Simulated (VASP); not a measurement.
# Rh (P6_3/mmc) in VASP: notebook

The runs below take Rh through single point, with r2SCAN.

All numbers are computed with VASP 6.6.1; they aren't measurements. Logs are shortened: lines on timing, memory, paths and dates and some standing lists are left out, and cuts for length are marked.

## 1. The cell of the first run

The structure is hexagonal, space group P6_3/mmc (No. 194). The conventional cell has a = 2.694 Å, b = 2.694 Å, c = 4.369 Å, α = 90.00°, β = 90.00°, γ = 120.00°. Rh (site symmetry -6m2) has 12 Rh at 2.68 to 2.69 Å within 3.5 Å.

## 2. Single point, r2SCAN

The input, POSCAR:

```
Rh
1.0
    2.6940693954      0.0000000000      0.0000000000
   -1.3470346977      2.3331325361      0.0000000000
    0.0000000000      0.0000000000      4.3686372171
Rh
2
Direct
    0.3333333333      0.6666666667      0.2500000000
    0.6666666667      0.3333333333      0.7500000000
```

The input, INCAR.step1:

```
SYSTEM = Rh
PREC = Accurate
ENCUT = 580
ISMEAR = -1
SIGMA = 0.05
LREAL = .FALSE.
LASPH = .TRUE.
NELM = 120
NBANDS = 24
GGA = PE
ALGO = Normal
EDIFF = 1E-5
LWAVE = .TRUE.
LCHARG = .FALSE.
GGA_COMPAT = .FALSE.
```

The input, INCAR.step2:

```
SYSTEM = Rh
PREC = Accurate
ENCUT = 580
EDIFF = 1E-6
ISMEAR = -1
SIGMA = 0.05
LREAL = .FALSE.
LASPH = .TRUE.
NELM = 120
ALGO = Normal
ISIF = 2
LWAVE = .FALSE.
LCHARG = .FALSE.
METAGGA = R2SCAN
LMIXTAU = .TRUE.
NBANDS = 24
ISTART = 1
GGA_COMPAT = .FALSE.
```

The input, KPOINTS:

```
regular mesh
0
G
  11 11 6
  0 0 0
```

Potentials or basis: VASP PAW PBE potentials, release 64 (Rh_sv_GW).

Run with:

```bash
$ cat potpaw_PBE.64/Rh_sv_GW/POTCAR > POTCAR
$ cp INCAR.step1 INCAR
$ mpirun -np 1 vasp_std > vasp.out
$ cp INCAR.step2 INCAR
$ mpirun -np 1 vasp_std > vasp.out
```

OUTCAR:

```text
SYSTEM = Rh
   PREC = Accurate
   ENCUT = 580
   EDIFF = 1E-6
   ISMEAR = -1
   LREAL = .FALSE.
   LASPH = .TRUE.
   NELM = 120
   ISIF = 2
   METAGGA = R2SCAN
   ISTART = 1

 ion  position               nearest neighbor table
   1  0.333  0.667  0.250-
   2  0.667  0.333  0.750-

  LATTYP: Found a hexagonal cell.
 ALAT       =     2.6940693954
 C/A-ratio  =     1.6215756077

  Lattice vectors:

 A1 = (   2.6940693954,   0.0000000000,   0.0000000000)
 A2 = (  -1.3470346977,   2.3331325361,   0.0000000000)
 A3 = (   0.0000000000,   0.0000000000,   4.3686372171)

Analysis of symmetry for initial positions (statically):
=====================================================================
 Subroutine PRICEL returns:
 Original cell was already a primitive cell.

 Routine SETGRP: Setting up the symmetry group for a
 hexagonal supercell.

 Subroutine GETGRP returns: Found 24 space group operations
 (whereof 12 operations were pure point group operations)
 out of a pool of 24 trial point group operations.

The static configuration has the point symmetry D_3d.
 The point group associated with its full space group is D_6h.

Analysis of symmetry for dynamics (positions and initial velocities):
=====================================================================
 Subroutine PRICEL returns:
 Original cell was already a primitive cell.

 Routine SETGRP: Setting up the symmetry group for a
 hexagonal supercell.

 Subroutine GETGRP returns: Found 24 space group operations
 (whereof 12 operations were pure point group operations)
 out of a pool of 24 trial point group operations.

The dynamic configuration has the point symmetry D_3d.
 The point group associated with its full space group is D_6h.

 Subroutine INISYM returns: Found 24 space group operations
 (whereof 12 operations are pure point group operations),
 and found     1 'primitive' translations

----------------------------------------------------------------------------------------

                                     Primitive cell

  volume of cell :      27.4596

  direct lattice vectors                    reciprocal lattice vectors
     2.694069395  0.000000000  0.000000000     0.371185687  0.214304156  0.000000000
    -1.347034698  2.333132536  0.000000000     0.000000000  0.428608313  0.000000000
     0.000000000  0.000000000  4.368637217     0.000000000  0.000000000  0.228904336

  length of vectors
     2.694069395  2.694069396  4.368637217     0.428608313  0.428608313  0.228904336

  position of ions in fractional coordinates (direct lattice)
     0.333333333  0.666666667  0.250000000
     0.666666667  0.333333333  0.750000000

  ion indices of the primitive-cell ions
   primitive index   ion index
                 1           1
                 2           2

----------------------------------------------------------------------------------------

 KPOINTS: regular mesh

Automatic generation of k-mesh.
 Grid dimensions read from file:
 generate k-points for:   11   11    6

 Generating k-lattice:

  Cartesian coordinates                     Fractional coordinates (reciprocal lattice)
     0.033744153  0.019482196  0.000000000     0.090909091  0.000000000  0.000000000
     0.000000000  0.038964392  0.000000000     0.000000000  0.090909091  0.000000000
     0.000000000  0.000000000  0.038150723     0.000000000  0.000000000  0.166666667

  Length of vectors
     0.038964392  0.038964392  0.038150723

  Shift w.r.t. Gamma in fractional coordinates (k-lattice)
     0.000000000  0.000000000  0.000000000

 Subroutine IBZKPT returns following result:
 ===========================================

 Found     64 irreducible k-points:

 Following reciprocal coordinates:
            Coordinates               Weight
  0.000000  0.000000  0.000000      1.000000
  0.090909  0.000000  0.000000      6.000000
  0.181818  0.000000  0.000000      6.000000
  0.272727  0.000000  0.000000      6.000000
  0.363636  0.000000  0.000000      6.000000
  0.454545  0.000000  0.000000      6.000000
[... 16 lines left out ...]
  0.090909  0.090909  0.166667     12.000000
  0.181818  0.090909  0.166667     24.000000
 [... further k-points ...]
   k-points           NKPTS =     64   k-points in BZ     NKDIM =     64   number of bands    NBANDS=     24
   number of dos      NEDOS =    301   number of ions     NIONS =      2
   total plane-waves  NPLWV =  20736
   dimension x,y,z NGX =    24 NGY =   24 NGZ =   36
   dimension x,y,z NGXF=    48 NGYF=   48 NGZF=   72
   ions per type =               2
   NGX,Y,Z   is equivalent  to a cutoff of  14.81, 14.81, 13.70 a.u.
   NGXF,Y,Z  is equivalent  to a cutoff of  29.62, 29.62, 27.40 a.u.
 SYSTEM =  Rh
   PREC   = accura    normal or accurate (medium, high low for compatibility)
   ISTART =      1    job   : 0-new  1-cont  2-samecut
   ICHARG =      0    charge: 1-file 2-atom 10-const
   ISPIN  =      1    spin polarized calculation?
   LNONCOLLINEAR =      F non collinear calculations
   LSORBIT =      F    spin-orbit coupling
   LASPH  =      T    aspherical Exc in radial PAW
   ENCUT  =  580.0 eV  42.63 Ry    6.53 a.u.   5.29  5.29  8.58*2*pi/ulx,y,z
   NELM   =    120;   NELMIN=  2; NELMDL=  0     # of ELM steps
   EDIFF  = 0.1E-05   stopping-criterion for ELM
   LREAL  =      F    real-space projection
   EDIFFG = 0.1E-04   stopping-criterion for IOM
   NSW    =      0    number of steps for IOM
   IBRION =     -1    ionic relax: 0-MD 1-quasi-New 2-CG
   NFREE  =      0    steps in history (QN), initial steepest desc. (CG)
   ISIF   =      2    stress and relaxation
   ISYM   =      2    0-nonsym 1-usesym 2-fastsym
   POTIM  = 0.5000    time-step for ionic-motion
   TEBEG  =    0.0;   TEEND  =   0.0 temperature during run
   PSTRESS=    0.0 pullay stress
   NELECT =      34.0000    total number of electrons
   NUPDOWN=      -1.0000    fix difference up-down
   EMIN   =  10.00;   EMAX   =-10.00  energy-range for DOS
   EFERMI =   0.00;   METHOD = LEGACY
   ISMEAR =    -1;   SIGMA  =   0.05  broadening in eV -4-tet -1-fermi 0-gaus
   EFERMI_NEDOS =   21; number of points for ismear=-14 and -15
   IALGO  =     38    algorithm
   IMIX   =      4    mixing-type and parameters
     AMIX     =   0.40;   BMIX     =  1.00
     AMIX_MAG =   1.60;   BMIX_MAG =  1.00
  volume/ion in A,a.u.               =      13.73        92.65
  Fermi-wavevector in a.u.,A,eV,Ry     =   1.757936  3.322017 42.046618  3.090339
  Thomas-Fermi vector in A             =   2.827193
   LORBIT       =      0    0 simple, 1 ext, 2 COOP (PROOUT), +10 PAW based schemes
   METAGGA = R2SCAN    functional components
   LHFCALC =     F    Hartree Fock is set to
   AEXX    =    0.0000 exact exchange contribution
   IVDW    =     0    specifies the selected vdW correction
   LEPSILON=     F    determine dielectric tensor
   LRPA    =     F    only Hartree local field effects (RPA)
 non-spin polarized calculation
  energy-cutoff  :      580.00
  volume of cell :       27.46
 maximum number of plane-waves:       882
 NGX is ok and might be reduce to    24
   NGX = 11   NGY = 11   NGZ = 17

 number of electron      33.9999999 magnetization

 Free energy of the ion-electron system (eV)
  ---------------------------------------------------
  ext. energy  EPLUGINS =         0.00000000
  ---------------------------------------------------
  free energy    TOTEN  =       -46.47697983 eV

  energy without entropy =      -46.44993963  energy(sigma->0) =      -46.46345973

 E-fermi :  10.7993     XC(G=0): -15.2866

 val. band max:       10.7980394174   @ k =   0.0909   0.0909   0.3333
 cond. band min:      10.7999698112   @ k =   0.1818   0.0000   0.3333
 fundamental gap:      0.0019303938
 Fermi energy:        10.7992860060

 k-point     1 :       0.0000    0.0000    0.0000
  band No.  band energies     occupation
      1     -70.4426      2.00000
      2     -70.3150      2.00000
      3     -37.8765      2.00000
      4     -37.1814      2.00000
      5     -37.1814      2.00000
      6     -37.0769      2.00000
[... 16 lines left out ...]
     23      29.4556      0.00000
     24      30.1219      0.00000

 k-point     2 :       0.0909    0.0000    0.0000
  band No.  band energies     occupation
      1     -70.4340      2.00000
      2     -70.3110      2.00000
      3     -37.8558      2.00000
      4     -37.2285      2.00000
      5     -37.1966      2.00000
      6     -37.1166      2.00000
[... 16 lines left out ...]
     23      29.7881      0.00000
     24      30.3453      0.00000

 k-point     3 :       0.1818    0.0000    0.0000
  band No.  band energies     occupation
      1     -70.4105      2.00000
      2     -70.3007      2.00000
      3     -37.7977      2.00000
      4     -37.3536      2.00000
      5     -37.2438      2.00000
      6     -37.2359      2.00000
[... 16 lines left out ...]
     23      30.1040      0.00000
     24      30.3215      0.00000

 k-point     4 :       0.2727    0.0000    0.0000
  band No.  band energies     occupation
      1     -70.3782      2.00000
      2     -70.2887      2.00000
      3     -37.7123      2.00000
      4     -37.5180      2.00000
      5     -37.4057      2.00000
      6     -37.2854      2.00000
[... 16 lines left out ...]
     23      28.0280      0.00000
     24      28.3876      0.00000

 k-point     5 :       0.3636    0.0000    0.0000
  band No.  band energies     occupation
      1     -70.3456      2.00000
      2     -70.2803      2.00000
      3     -37.6694      2.00000
      4     -37.6170      2.00000
      5     -37.5507      2.00000
      6     -37.3295      2.00000
[... 16 lines left out ...]
     23      25.9988      0.00000
     24      26.8862      0.00000

 k-point     6 :       0.4545    0.0000    0.0000
  band No.  band energies     occupation
      1     -70.3234      2.00000
      2     -70.2782      2.00000
      3     -37.7593      2.00000
      4     -37.6352      2.00000
      5     -37.5420      2.00000
      6     -37.3554      2.00000
[... 16 lines left out ...]
     23      24.7617      0.00000
     24      25.8271      0.00000
[... 379 lines left out ...]
 k-point    21 :       0.3636    0.0000    0.1667
  band No.  band energies     occupation
      1     -70.3413      2.00000
      2     -70.2847      2.00000
      3     -37.7284      2.00000
      4     -37.5960      2.00000
      5     -37.5130      2.00000
      6     -37.3179      2.00000
[... 16 lines left out ...]
     23      26.4699      0.00000
     24      26.5620      0.00000

 k-point    22 :       0.4545    0.0000    0.1667
  band No.  band energies     occupation
      1     -70.3203      2.00000
      2     -70.2812      2.00000
      3     -37.7926      2.00000
      4     -37.6740      2.00000
      5     -37.4796      2.00000
      6     -37.3432      2.00000
[... 16 lines left out ...]
     23      25.3810      0.00000
     24      25.8447      0.00000

 k-point    23 :       0.0909    0.0909    0.1667
  band No.  band energies     occupation
      1     -70.4104      2.00000
      2     -70.3116      2.00000
      3     -37.7757      2.00000
      4     -37.2922      2.00000
      5     -37.2602      2.00000
      6     -37.2037      2.00000
[... 16 lines left out ...]
     23      29.4960      0.00000
     24      30.1355      0.00000

 k-point    24 :       0.1818    0.0909    0.1667
  band No.  band energies     occupation
      1     -70.3835      2.00000
      2     -70.2993      2.00000
      3     -37.7238      2.00000
      4     -37.4188      2.00000
      5     -37.3864      2.00000
      6     -37.2576      2.00000
[... 16 lines left out ...]
     23      27.7694      0.00000
     24      28.9635      0.00000

 [... further k-points ...]
[... 5 lines left out ...]
  --------------------------------------------------------------------------------------
  -------------------------------------------------------------------------------------
  Total       -0.0708764     -0.0708764     -0.2971088      0.0000000      0.0000000      0.0000000
  in kB       -4.1354070     -4.1354070    -17.3353227      0.0000000      0.0000000      0.0000000
  external PRESSURE =      -8.5353789 kB  Pullay stress =       0.0000000 kB

 VOLUME and BASIS-vectors are now :
 -----------------------------------------------------------------------------
  energy-cutoff  :      580.00
  volume of cell :       27.46
      direct lattice vectors                 reciprocal lattice vectors
     2.694069395  0.000000000  0.000000000     0.371185687  0.214304156  0.000000000
    -1.347034698  2.333132536  0.000000000     0.000000000  0.428608313  0.000000000
     0.000000000  0.000000000  4.368637217     0.000000000  0.000000000  0.228904336

 POSITION                                       TOTAL-FORCE (eV/Angst)
 -----------------------------------------------------------------------------------
     -0.00000      1.55542      1.09216        -0.000000     -0.000000      0.000000
      1.34703      0.77771      3.27648         0.000000      0.000000      0.000000
 -----------------------------------------------------------------------------------
    total drift:                                0.000000     -0.000000      0.000000

  FREE ENERGIE OF THE ION-ELECTRON SYSTEM (eV)
  ---------------------------------------------------
  free  energy   TOTEN  =       -46.4769798265 eV

  energy  without entropy=      -46.4499396269  energy(sigma->0) =      -46.46345973
```

Run time: 85 s. Hardware: 1 thread of Intel Xeon 6975P-C (Granite Rapids), shared host; peak memory 0.2 GiB.

What came out:

```
Free energy            : -46.4770 eV
Pressure               : -0.9 GPa
Band gap on the k mesh : zero (band 17 reaches 11.44 eV, above the bottom of band 18 at 9.00 eV)
```

Caveat: the PAW data sets were made with another functional, which shifts forces and pressure a little.

## 3. Single point, r2SCAN

This run uses another cell than the first one, of 14.30 Å³/atom, 1.042 times its volume.

The input, POSCAR:

```
Rh
1.0
    2.7309790422      0.0000000000      0.0000000000
   -1.3654895211      2.3650972278      0.0000000000
    0.0000000000      0.0000000000      4.4284890000
Rh
2
Direct
    0.3333333333      0.6666666667      0.2500000000
    0.6666666667      0.3333333333      0.7500000000
```

The input, INCAR.step1:

```
SYSTEM = Rh
PREC     = Accurate       ! precision mode
ENCUT    = 580            ! plane-wave cutoff, eV
ISMEAR   = -1             ! smearing method
SIGMA    = 0.05           ! smearing width, eV
LREAL    = .FALSE.        ! projectors in reciprocal space
LASPH    = .TRUE.         ! aspherical terms in the spheres
NELM     = 120            ! most SCF steps
NBANDS   = 24             ! bands
GGA      = PE             ! functional
ALGO     = Normal         ! electronic algorithm
EDIFF    = 1E-5           ! SCF threshold, eV
LWAVE    = .TRUE.         ! write WAVECAR
LCHARG   = .FALSE.        ! write CHGCAR
GGA_COMPAT= .FALSE.
```

The input, INCAR.step2:

```
SYSTEM = Rh
PREC     = Accurate       ! precision mode
ENCUT    = 580            ! plane-wave cutoff, eV
EDIFF    = 1E-6           ! SCF threshold, eV
ISMEAR   = -1             ! smearing method
SIGMA    = 0.05           ! smearing width, eV
LREAL    = .FALSE.        ! projectors in reciprocal space
LASPH    = .TRUE.         ! aspherical terms in the spheres
NELM     = 120            ! most SCF steps
ALGO     = Normal         ! electronic algorithm
ISIF     = 2              ! what is computed and relaxed
LWAVE    = .FALSE.        ! write WAVECAR
LCHARG   = .TRUE.         ! write CHGCAR
METAGGA  = R2SCAN         ! meta-GGA
LMIXTAU  = .TRUE.       
LELF     = .TRUE.         ! ELF
LVHAR    = .TRUE.       
NBANDS   = 24             ! bands
ISTART   = 1            
GGA_COMPAT= .FALSE.
```

The input, KPOINTS:

```
Automatic mesh
0
G
  11 11 6
  0 0 0
```

Potentials or basis: VASP PAW PBE potentials, release 64 (Rh_sv_GW).

Run with:

```bash
$ cat potpaw_PBE.64/Rh_sv_GW/POTCAR > POTCAR
$ cp INCAR.step1 INCAR
$ mpirun -np 1 vasp_std > vasp.out
$ cp INCAR.step2 INCAR
$ mpirun -np 1 vasp_std > vasp.out
```

Run time: 91 s. Hardware: 1 thread of Intel Xeon 6975P-C (Granite Rapids), shared host; peak memory 0.2 GiB.

The run converged. Its results:

| Property | Result |
| --- | --- |
| Free energy | -46.4450 eV |
| Pressure | -11.1 GPa |
| Band gap on the k mesh | zero (band 17 reaches 10.70 eV, above the bottom of band 18 at 8.42 eV) |

Stress tensor (GPa, compression positive):
```
-10.60   0.00   0.00
  0.00 -10.60   0.00
  0.00   0.00 -12.11
```

Levels at points of the mesh, in eV from the Fermi level:
```
           k point  band 13  band 14  band 15  band 16  band 17  band 18  band 19  band 20  band 21  band 22
(0.00, 0.00, 0.00)    -2.94    -2.45    -2.45    -1.85    -1.85     0.14     0.14     0.92     8.66    16.50
(0.00, 0.00, 0.50)    -3.05    -3.05    -3.05    -3.05    -0.43    -0.43    -0.43    -0.43    15.26    15.26
```

Caveat: the PAW data sets were made with another functional, which shifts forces and pressure a little.

## 4. Single point, r2SCAN

This run uses another cell than the first one, of 14.02 Å³/atom, 1.021 times its volume.

The input, POSCAR:

```
Rh
1.0
    2.7126497715      0.0000000000      0.0000000000
   -1.3563248858      2.3492236138      0.0000000000
    0.0000000000      0.0000000000      4.3987667018
Rh
2
Direct
    0.3333333333      0.6666666667      0.2500000000
    0.6666666667      0.3333333333      0.7500000000
```

The input, INCAR.step1:

```
PREC = Accurate ; ENCUT = 580
ISMEAR = -1 ; SIGMA = 0.05
LREAL = False ; LASPH = True
NELM = 120 ; NBANDS = 24
GGA = PE ; ALGO = Normal
EDIFF = 1E-5 ; LWAVE = True
LCHARG = False ; GGA_COMPAT = False
```

The input, INCAR.step2:

```
PREC = Accurate ; ENCUT = 580
EDIFF = 1E-6 ; ISMEAR = -1
SIGMA = 0.05 ; LREAL = False
LASPH = True ; NELM = 120
ALGO = Normal ; ISIF = 2
LWAVE = False ; LCHARG = True
METAGGA = R2SCAN ; LMIXTAU = True
LELF = True ; LVHAR = True
NBANDS = 24 ; ISTART = 1
GGA_COMPAT = False
```

The input, KPOINTS:

```
regular mesh
0
Gamma
  11 11 6
```

Run with:

```bash
$ cat potpaw_PBE.64/Rh_sv_GW/POTCAR > POTCAR
$ cp INCAR.step1 INCAR
$ mpirun -np 1 vasp_std > vasp.out
$ cp INCAR.step2 INCAR
$ mpirun -np 1 vasp_std > vasp.out
```

It took 2.3 min on 1 thread of Intel Xeon Platinum 8488C (Sapphire Rapids), shared host; peak memory 0.2 GiB.

It converged, with:

```yaml
Free_energy: -46.4704 eV
Pressure: -6.3 GPa
Band_gap_on_the_k_mesh: zero (band 17 reaches 11.06 eV, above the bottom of band 18 at 8.70 eV)
```

Stress tensor (GPa, compression positive):
```
-5.83  0.00  0.00
 0.00 -5.83  0.00
 0.00  0.00 -7.25
```

Levels at points of the mesh, in eV from the Fermi level:
```tsv
k point	band 14	band 15	band 16	band 17	band 18	band 19	band 20	band 21
(0.00, 0.00, 0.00)	-2.53	-2.53	-1.91	-1.91	0.14	0.14	0.89	8.86
(0.00, 0.00, 0.50)	-3.15	-3.15	-3.15	-0.44	-0.44	-0.44	-0.44	15.35
```

Caveat: the PAW data sets were made with another functional, which shifts forces and pressure a little.

## 5. Overview

```tsv
cell	gap on the mesh (eV)	pressure (GPa)
a = 2.694, b = 2.694, c = 4.369 Å, angles 90.0, 90.0, 120.0°, 2 atoms	none	-0.9
a = 2.731, b = 2.731, c = 4.428 Å, angles 90.0, 90.0, 120.0°, 2 atoms	none	-11.1
a = 2.713, b = 2.713, c = 4.399 Å, angles 90.0, 90.0, 120.0°, 2 atoms	none	-6.3
```

Alike in all rows: task single point; level r2SCAN; potentials or basis VASP PAW PBE potentials, release 64 (Rh_sv_GW); no spin polarisation; k mesh 11 × 11 × 6; cutoff (eV) 580; smearing fermi-dirac 0.05 eV.

Caveats: the PAW data sets were made with another functional, which shifts forces and pressure a little.

Total energies depend on the potentials used, so only differences within one code and one set of settings carry meaning.
